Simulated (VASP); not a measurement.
Set up this calculation in VASP 6.6.1, as the native input.

```yaml
Task: single point
Functional: PBEsol
Potentials_or_basis: VASP PAW PBE potentials, release 64 (In_d, Sb)
Cutoff: 520 eV
k_mesh: 14 × 14 × 14
Occupations: gaussian, width 0.15 eV
Spin: no spin polarisation
Dipole_correction: no
Further_INCAR_settings: ALGO = Normal; EDIFF = 1e-07; NBANDS = 16
```

The structure of InSb lies in POSCAR:

```
InSb
1.0
    0.0000000000      3.1603569294      2.9742119063
    3.1603569294      0.0000000000      2.9742119063
    3.1603569294      3.1603569294      0.0000000000
In Sb
1 1
Direct
    0.0000000000      0.0000000000      0.0000000000
    0.5000000000      0.5000000000      0.5000000000
```

One way to write it, as run:

INCAR

```
SYSTEM = InSb
PREC = Accurate
ENCUT = 520
EDIFF = 1E-7
ISMEAR = 0
SIGMA = 0.15
LREAL = .False.
LASPH = .True.
NELM = 100
ALGO = Normal
ISIF = 2
LWAVE = .False.
LCHARG = .True.
GGA = PS
LELF = .True.
LVHAR = .True.
NBANDS = 16
```

KPOINTS

```
Automatic mesh
0
Gamma
  14 14 14
  0 0 0
```

Potentials or basis: VASP PAW PBE potentials, release 64 (In_d, Sb).

The run is started by

```sh
$ cat potpaw_PBE.64/In_d/POTCAR potpaw_PBE.64/Sb/POTCAR > POTCAR
$ mpirun -np 1 vasp_std > vasp.out
```

Results of the run:

* Pressure: -3.2 GPa
* Band gap on the k mesh: zero (bands 9 and 10 overlap by 2.73 eV)

Caveat: the cell stands under tension; the PAW data sets were made with another functional, which shifts forces and pressure a little; spin-orbit coupling is left out, which moves the levels of the heavy elements.

Run time: 3.8 min on 1 thread of Intel Xeon 8259CL, with other jobs on the host, peak memory 0.38 GiB.
